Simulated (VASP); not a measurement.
# Ca2Ta2Sn2O11 (P1) in VASP: a series of runs

The runs below take Ca2Ta2Sn2O11 through single point, with r2SCAN.

Everything below comes from runs of VASP 6.6.1. Logs are shortened: lines on timing, memory, paths and dates and some standing lists are left out, and cuts for length are marked.

**1. The cell of the first run**

The typed cell holds 17 atoms: a = 6.266 Å, b = 6.195 Å, c = 6.231 Å, α = 83.53°, β = 70.41°, γ = 63.46°.

**2. Single point, r2SCAN**

Contents of POSCAR:

```
Ca2Ta2Sn2O11
1.0
    5.1119276948      2.4104470412     -2.7048157783
    2.3392054536      5.1255543894      2.5759592976
    5.0910274998     -2.6785580380      2.3949043915
O Ca Sn Ta
11 2 2 2
Direct
    0.3679704631      0.3236475282      0.6567369913
    0.8181241455      0.6925259439      0.6268506585
    0.9774928432      0.3343818463      0.1074826615
    0.2653841983      0.5830062292      0.2250479111
    0.6681690150      0.2729119966     -0.0973409928
    0.1176591533      0.0171356875      0.6297802595
    0.3765694851     -0.0316936188      0.8803398104
    0.8032327083      0.0167107791      0.3292756797
    0.3871321267      0.1135179467      0.2590166921
    0.5224157157      0.6758142413      0.4357531428
    0.0654488394      0.6915607271      0.9180412873
    0.8202176556      0.3263711782      0.5076950995
    0.6442596695      0.6646924411      1.0340542623
   -0.0093529056      0.0346487606      0.9893162877
    0.1668720409      0.6709266141      0.5586459235
    0.5130843391      0.9684402722      0.5323714626
    0.3114749855      0.3386767381      0.0277775053
```

Contents of INCAR.step1:

```
SYSTEM = Ca2Ta2Sn2O11
PREC = Accurate
ENCUT = 520
ISMEAR = 0
SIGMA = 0.1
LREAL = Auto
LASPH = .True.
NELM = 100
NBANDS = 82
ISYM = 0
GGA = PE
ALGO = Normal
EDIFF = 1E-4
LWAVE = .True.
LCHARG = .False.
```

Contents of INCAR.step2:

```
SYSTEM = Ca2Ta2Sn2O11
PREC = Accurate
ENCUT = 520
EDIFF = 1E-6
ISMEAR = 0
SIGMA = 0.1
LREAL = Auto
LASPH = .True.
NELM = 100
ALGO = Normal
ISIF = 2
LWAVE = .False.
LCHARG = .True.
METAGGA = R2SCAN
LMIXTAU = .True.
LELF = .True.
LVHAR = .True.
NBANDS = 82
ISYM = 0
ISTART = 1
```

Contents of KPOINTS:

```
Automatic mesh
0
Gamma
  2 2 2
  0.5 0.5 0.5
```

Potentials or basis: VASP PAW PBE potentials, release 64 (O, Ca_sv, Sn_d, Ta_pv).

Run with:

```console
$ cat potpaw_PBE.64/O/POTCAR potpaw_PBE.64/Ca_sv/POTCAR potpaw_PBE.64/Sn_d/POTCAR potpaw_PBE.64/Ta_pv/POTCAR > POTCAR
$ cp INCAR.step1 INCAR
$ mpirun -np 1 vasp_std > vasp.out
$ cp INCAR.step2 INCAR
$ mpirun -np 1 vasp_std > vasp.out
```

OUTCAR:

```text
SYSTEM = Ca2Ta2Sn2O11
   PREC = Accurate
   ENCUT = 520
   EDIFF = 1E-6
   ISMEAR = 0
   LREAL = Auto
   LASPH = .True.
   NELM = 100
   ISIF = 2
   METAGGA = R2SCAN
   ISYM = 0
   ISTART = 1

 ion  position               nearest neighbor table
   1  0.368  0.324  0.657-  15 2.09  16 2.10  17 2.22
   2  0.818  0.693  0.627-  15 2.03  16 2.13  13 2.42  12 2.46
   3  0.977  0.334  0.107-  17 1.99  14 2.03  13 2.32  12 2.36
   4  0.265  0.583  0.225-  17 1.92  15 2.02  13 2.52
   5  0.668  0.273  0.903-  17 1.96  14 2.11  12 2.37
   6  0.118  0.017  0.630-  15 2.10  14 2.11  16 2.23  12 2.27
   7  0.377  0.968  0.880-  16 2.05  14 2.13  13 2.26  17 2.38
   8  0.803  0.017  0.329-  16 1.96  14 2.07  12 2.38
   9  0.387  0.114  0.259-  17 1.91  16 2.06
  10  0.522  0.676  0.436-  16 1.94  15 2.11  12 2.26  13 2.36
  11  0.065  0.692  0.918-  14 2.03  15 2.11  17 2.23  13 2.57
  12  0.820  0.326  0.508-  10 2.26   6 2.27   3 2.36   5 2.37   8 2.38   2 2.46
  13  0.644  0.665  0.034-   7 2.26   3 2.32  10 2.36   2 2.42   4 2.52  11 2.57
  14  0.991  0.035  0.989-  11 2.03   3 2.03   8 2.07   5 2.11   6 2.11   7 2.13  15 3.26  17 3.38
                            16 3.44
  15  0.167  0.671  0.559-   4 2.02   2 2.03   1 2.09   6 2.10  10 2.11  11 2.11  14 3.26  16 3.38
                            17 3.52
  16  0.513  0.968  0.532-  10 1.94   8 1.96   7 2.05   9 2.06   1 2.10   2 2.13   6 2.23  15 3.38
                            14 3.44  17 3.57
  17  0.311  0.339  0.028-   9 1.91   4 1.92   5 1.96   3 1.99   1 2.22  11 2.23   7 2.38  14 3.38
                            15 3.52  16 3.57

IMPORTANT INFORMATION: All symmetrisations will be switched off!
NOSYMM: (Re-)initialisation of all symmetry stuff for point group C_1.

----------------------------------------------------------------------------------------

                                     Primitive cell

  volume of cell :     203.6570

  direct lattice vectors                    reciprocal lattice vectors
     5.111927695  2.410447041 -2.704815778     0.094153728  0.036886063 -0.158894759
     2.339205454  5.125554389  2.575959298     0.007228897  0.127728803  0.127490057
     5.091027500 -2.678558038  2.394904391     0.098562240 -0.095725823  0.100968436

  length of vectors
     6.265627510  6.195059020  6.231276050     0.188342907  0.180611790  0.170506814

  position of ions in fractional coordinates (direct lattice)
     0.367970463  0.323647528  0.656736991
     0.818124146  0.692525944  0.626850658
     0.977492843  0.334381846  0.107482662
     0.265384198  0.583006229  0.225047911
     0.668169015  0.272911997  0.902659007
     0.117659153  0.017135688  0.629780260
[... 9 lines left out ...]
     0.513084339  0.968440272  0.532371463
     0.311474985  0.338676738  0.027777505

  ion indices of the primitive-cell ions
   primitive index   ion index
                 1           1
                 2           2
                 3           3
                 4           4
                 5           5
                 6           6
[... 9 lines left out ...]
                16          16
                17          17

----------------------------------------------------------------------------------------

 KPOINTS: Automatic mesh

Automatic generation of k-mesh.
 Grid dimensions read from file:
 generate k-points for:    2    2    2

 Generating k-lattice:

  Cartesian coordinates                     Fractional coordinates (reciprocal lattice)
     0.047076864  0.018443031 -0.079447380     0.500000000  0.000000000 -0.000000000
     0.003614449  0.063864402  0.063745028     0.000000000  0.500000000  0.000000000
     0.049281120 -0.047862911  0.050484218    -0.000000000  0.000000000  0.500000000

  Length of vectors
     0.094171453  0.090305895  0.085253407

  Shift w.r.t. Gamma in fractional coordinates (k-lattice)
     0.500000000  0.500000000  0.500000000

 Subroutine IBZKPT returns following result:
 ===========================================

 Found      4 irreducible k-points:

 Following reciprocal coordinates:
            Coordinates               Weight
  0.250000  0.250000  0.250000      2.000000
 -0.250000  0.250000  0.250000      2.000000
  0.250000 -0.250000  0.250000      2.000000
 -0.250000 -0.250000  0.250000      2.000000
   k-points           NKPTS =      4   k-points in BZ     NKDIM =      4   number of bands    NBANDS=     82
   number of dos      NEDOS =    301   number of ions     NIONS =     17
   total plane-waves  NPLWV = 110592
   dimension x,y,z NGX =    48 NGY =   48 NGZ =   48
   dimension x,y,z NGXF=    96 NGYF=   96 NGZF=   96
   ions per type =              11   2   2   2
   NGX,Y,Z   is equivalent  to a cutoff of  12.74, 12.88, 12.81 a.u.
   NGXF,Y,Z  is equivalent  to a cutoff of  25.47, 25.76, 25.61 a.u.
 SYSTEM =  Ca2Ta2Sn2O11
   PREC   = accura    normal or accurate (medium, high low for compatibility)
   ISTART =      1    job   : 0-new  1-cont  2-samecut
   ICHARG =      0    charge: 1-file 2-atom 10-const
   ISPIN  =      1    spin polarized calculation?
   LNONCOLLINEAR =      F non collinear calculations
   LSORBIT =      F    spin-orbit coupling
   LASPH  =      T    aspherical Exc in radial PAW
   ENCUT  =  520.0 eV  38.22 Ry    6.18 a.u.  11.65 11.52 11.59*2*pi/ulx,y,z
   NELM   =    100;   NELMIN=  2; NELMDL=  0     # of ELM steps
   EDIFF  = 0.1E-05   stopping-criterion for ELM
   LREAL  =      T    real-space projection
   EDIFFG = 0.1E-04   stopping-criterion for IOM
   NSW    =      0    number of steps for IOM
   IBRION =     -1    ionic relax: 0-MD 1-quasi-New 2-CG
   NFREE  =      0    steps in history (QN), initial steepest desc. (CG)
   ISIF   =      2    stress and relaxation
   ISYM   =      0    0-nonsym 1-usesym 2-fastsym
   POTIM  = 0.5000    time-step for ionic-motion
   TEBEG  =    0.0;   TEEND  =   0.0 temperature during run
   PSTRESS=    0.0 pullay stress
   NELECT =     136.0000    total number of electrons
   NUPDOWN=      -1.0000    fix difference up-down
   EMIN   =  10.00;   EMAX   =-10.00  energy-range for DOS
   EFERMI =   0.00;   METHOD = LEGACY
   ISMEAR =     0;   SIGMA  =   0.10  broadening in eV -4-tet -1-fermi 0-gaus
   EFERMI_NEDOS =   21; number of points for ismear=-14 and -15
   IALGO  =     38    algorithm
   IMIX   =      4    mixing-type and parameters
     AMIX     =   0.40;   BMIX     =  1.00
     AMIX_MAG =   1.60;   BMIX_MAG =  1.00
  volume/ion in A,a.u.               =      11.98        80.84
  Fermi-wavevector in a.u.,A,eV,Ry     =   1.430940  2.704084 27.859131  2.047588
  Thomas-Fermi vector in A             =   2.550730
   LORBIT       =      0    0 simple, 1 ext, 2 COOP (PROOUT), +10 PAW based schemes
   METAGGA = R2SCAN    functional components
   LHFCALC =     F    Hartree Fock is set to
   AEXX    =    0.0000 exact exchange contribution
   IVDW    =     0    specifies the selected vdW correction
   LEPSILON=     F    determine dielectric tensor
   LRPA    =     F    only Hartree local field effects (RPA)
 non-spin polarized calculation
 Gauss-broadening in eV      SIGMA  =   0.10
  energy-cutoff  :      520.00
  volume of cell :      203.66
 maximum number of plane-waves:      5492
 NGX is ok and might be reduce to    48
   NGX = 23   NGY = 23   NGZ = 23

 number of electron     136.0000000 magnetization

 Free energy of the ion-electron system (eV)
  ---------------------------------------------------
  ext. energy  EPLUGINS =         0.00000000
  ---------------------------------------------------
  free energy    TOTEN  =      -272.55933202 eV

  energy without entropy =     -272.55933202  energy(sigma->0) =     -272.55933202

 E-fermi :   4.3260     XC(G=0): -11.8722

 val. band max:        3.7328743835   @ k =  -0.2500   0.2500   0.2500
 cond. band min:       7.5101260372   @ k =  -0.2500   0.2500   0.2500
 fundamental gap:      3.7772516537
 Fermi energy:         4.3260490410

 k-point     1 :       0.2500    0.2500    0.2500
  band No.  band energies     occupation
      1     -35.4900      2.00000
      2     -35.2321      2.00000
      3     -31.7347      2.00000
      4     -31.6978      2.00000
      5     -31.6465      2.00000
      6     -31.6065      2.00000
[... 72 lines left out ...]
     79      11.0504      0.00000
     80      11.3198      0.00000

 k-point     2 :      -0.2500    0.2500    0.2500
  band No.  band energies     occupation
      1     -35.4900      2.00000
      2     -35.2323      2.00000
      3     -31.7346      2.00000
      4     -31.6976      2.00000
      5     -31.6465      2.00000
      6     -31.6066      2.00000
[... 72 lines left out ...]
     79      11.2170      0.00000
     80      11.4183      0.00000

 k-point     3 :       0.2500   -0.2500    0.2500
  band No.  band energies     occupation
      1     -35.4900      2.00000
      2     -35.2321      2.00000
      3     -31.7348      2.00000
      4     -31.6977      2.00000
      5     -31.6464      2.00000
      6     -31.6064      2.00000
[... 72 lines left out ...]
     79      11.2531      0.00000
     80      11.4482      0.00000

 k-point     4 :      -0.2500   -0.2500    0.2500
  band No.  band energies     occupation
      1     -35.4900      2.00000
      2     -35.2323      2.00000
      3     -31.7347      2.00000
      4     -31.6975      2.00000
      5     -31.6464      2.00000
      6     -31.6064      2.00000
[... 72 lines left out ...]
     79      11.2892      0.00000
     80      11.5428      0.00000
 [bands above 80 left out]

------------------------ aborting loop because EDIFF is reached ----------------------------------------

  FORCE on cell =-STRESS in cart. coord.  units (eV):
  Direction    XX          YY          ZZ          XY          YZ          ZX
  --------------------------------------------------------------------------------------
  -------------------------------------------------------------------------------------
  Total        1.7595658      1.7383422      1.7045427     -0.1739654      0.0533965      0.1209313
  in kB       13.8425682     13.6756018     13.4096998     -1.3685918      0.4200720      0.9513712
  external PRESSURE =      13.6426233 kB  Pullay stress =       0.0000000 kB

 VOLUME and BASIS-vectors are now :
 -----------------------------------------------------------------------------
  energy-cutoff  :      520.00
  volume of cell :      203.66
      direct lattice vectors                 reciprocal lattice vectors
     5.111927695  2.410447041 -2.704815778     0.094153728  0.036886063 -0.158894759
     2.339205454  5.125554389  2.575959298     0.007228897  0.127728803  0.127490057
     5.091027500 -2.678558038  2.394904391     0.098562240 -0.095725823  0.100968436

 POSITION                                       TOTAL-FORCE (eV/Angst)
 -----------------------------------------------------------------------------------
      5.98158      0.78674      1.41123         0.007796      0.003708     -0.010084
      8.99347      3.84257      1.07229        -0.018395     -0.025864      0.007802
      6.32626      3.78219     -1.52517        -0.012504     -0.009915      0.035294
      3.86612      3.02512      1.32295         0.047988      0.066229      0.050420
      8.64949      0.59159      1.05752         0.040973      0.021696     -0.042701
      3.84778     -1.31546      1.23416        -0.002452      0.040815     -0.009090
[... 9 lines left out ...]
      7.59855      4.77457      2.38184         0.014785      0.014731      0.040622
      2.52589      2.41230      0.09646        -0.131576      0.055973     -0.023559
 -----------------------------------------------------------------------------------
    total drift:                                0.009967     -0.021778      0.013551

  FREE ENERGIE OF THE ION-ELECTRON SYSTEM (eV)
  ---------------------------------------------------
  free  energy   TOTEN  =      -272.5593320164 eV

  energy  without entropy=     -272.5593320164  energy(sigma->0) =     -272.55933202
```

Wall time 15 min (1 thread of Intel Xeon 8259CL, shared host); peak memory 0.37 GiB.

What came out:

```
Free energy            : -272.5593 eV
Pressure               : 1.4 GPa
Largest force          : 0.145 eV/Å
Band gap on the k mesh : 3.78 eV
```

Forces on the atoms (eV/Å):
```
O    0.008  0.004 -0.010
O   -0.018 -0.026  0.008
O   -0.013 -0.010  0.035
O    0.048  0.066  0.050
O    0.041  0.022 -0.043
O   -0.002  0.041 -0.009
O    0.028 -0.018  0.032
O    0.034  0.043 -0.051
O    0.026 -0.078 -0.018
O   -0.060 -0.046 -0.015
O   -0.004 -0.028  0.001
Ca   0.013  0.019  0.002
Ca   0.015  0.017 -0.014
Sn   0.028 -0.057  0.022
Sn  -0.028 -0.020 -0.007
Ta   0.015  0.015  0.041
Ta  -0.132  0.056 -0.024
```

Caveat: the k points lie up to 0.59 Å⁻¹ apart; the PAW data sets were made with another functional, which shifts forces and pressure a little; spin-orbit coupling is left out, which moves the levels of the heavy elements; a shifted mesh leaves out Γ, where band edges can lie. A k mesh can miss the band edges.

**3. Single point, r2SCAN**

This run uses another cell than the first one, of 12.09 Å³/atom.

Contents of POSCAR:

```
Ca2Ta2Sn2O11
1.0
    5.2169131632      2.5829736189     -2.5825449372
    2.6091830864      5.0697180543      2.4877687632
    5.2486416147     -2.6137333974      2.6152420617
O Ca Sn Ta
11 2 2 2
Direct
    0.3803458947      0.3183613042      0.6969177553
    0.6971813052      0.7345916893      0.6806825802
    0.9242190986      0.4058415192      0.0736504198
    0.5911421663      0.4035867909     -0.0186798650
    0.6533652541      0.0101296369     -0.0001929028
    0.2569610446      1.0116777273      1.0463772627
    1.0784031686      0.0686290209      0.6947425515
    0.7905130779      1.0501410425      0.3484754812
    0.2274876730      0.3285495407      0.3457776159
    0.4843083985      0.7386617891      0.3691949527
    0.1156099898      0.6994490344      1.0005612063
    0.7794764498      0.3769842811      0.5148910243
    0.1051074063      0.7098216088      0.5486095060
    0.4493936535      0.0286993372      0.5217838004
    0.6026809000      0.7118028126      0.0248572006
    0.9216832405      0.0786071408      0.0226122221
    0.2923519546      0.3386304052      1.0227590458
```

Contents of INCAR.step1:

```
PREC = Accurate ; ENCUT = 520
ISMEAR = 0 ; SIGMA = 0.1
LREAL = Auto ; LASPH = True
NELM = 60 ; ISYM = 0
NBANDS = 82 ; GGA = PE
ALGO = Normal ; EDIFF = 1E-4
LWAVE = True ; LCHARG = False
```

Contents of INCAR.step2:

```
PREC = Accurate ; ENCUT = 520
EDIFF = 1E-6 ; ISMEAR = 0
SIGMA = 0.1 ; LREAL = Auto
LASPH = True ; NELM = 60
ALGO = Normal ; ISIF = 2
LWAVE = False ; LCHARG = True
METAGGA = R2SCAN ; LMIXTAU = True
LELF = True ; LVHAR = True
ISYM = 0 ; NBANDS = 82
ISTART = 1
```

KPOINTS is that of step 2.

Potentials or basis: VASP PAW PBE potentials, release 64 (O, Ca_sv, Sn_d, Ta_pv).

Run with:

```console
$ cat potpaw_PBE.64/O/POTCAR potpaw_PBE.64/Ca_sv/POTCAR potpaw_PBE.64/Sn_d/POTCAR potpaw_PBE.64/Ta_pv/POTCAR > POTCAR
$ cp INCAR.step1 INCAR
$ mpirun -np 1 vasp_std > vasp.out
$ cp INCAR.step2 INCAR
$ mpirun -np 1 vasp_std > vasp.out
```

Run time: 15 min. Hardware: 1 thread of Intel Xeon 8259CL, shared host; peak memory 0.37 GiB.

It converged, with:

| Property | Result |
| --- | --- |
| Free energy | -274.0281 eV |
| Pressure | 1.3 GPa |
| Largest force | 0.077 eV/Å |
| Band gap on the k mesh | 4.21 eV (least direct gap 4.34 eV) |

Forces in eV/Å, atoms in the order of the input:
```
O   -0.015  0.042 -0.029
O    0.006 -0.009 -0.003
O    0.010  0.006 -0.004
O   -0.013  0.009  0.003
O   -0.004  0.014 -0.013
O    0.000 -0.005  0.006
O   -0.014  0.015 -0.024
O    0.036 -0.041  0.013
O    0.043 -0.030  0.057
O   -0.018  0.002 -0.003
O    0.001  0.041  0.038
Ca   0.001 -0.012 -0.001
Ca  -0.014  0.007 -0.012
Sn  -0.016  0.005  0.008
Sn  -0.001 -0.018 -0.011
Ta  -0.004  0.004 -0.004
Ta   0.003 -0.029 -0.019
```

Stress tensor (GPa, compression positive):
```
 1.29 -0.01 -0.02
-0.01  1.26  0.12
-0.02  0.12  1.26
```

Levels at points of the mesh, in eV from the valence-band top:
```tsv
k point	band 64	band 65	band 66	band 67	band 68	band 69	band 70	band 71	band 72	band 73
(0.25, 0.25, 0.25)	-0.61	-0.52	-0.35	-0.25	-0.14	4.21	4.89	5.14	5.49	5.75
```

Caveat: the k points lie up to 0.60 Å⁻¹ apart; the PAW data sets were made with another functional, which shifts forces and pressure a little; spin-orbit coupling is left out, which moves the levels of the heavy elements; a shifted mesh leaves out Γ, where band edges can lie.
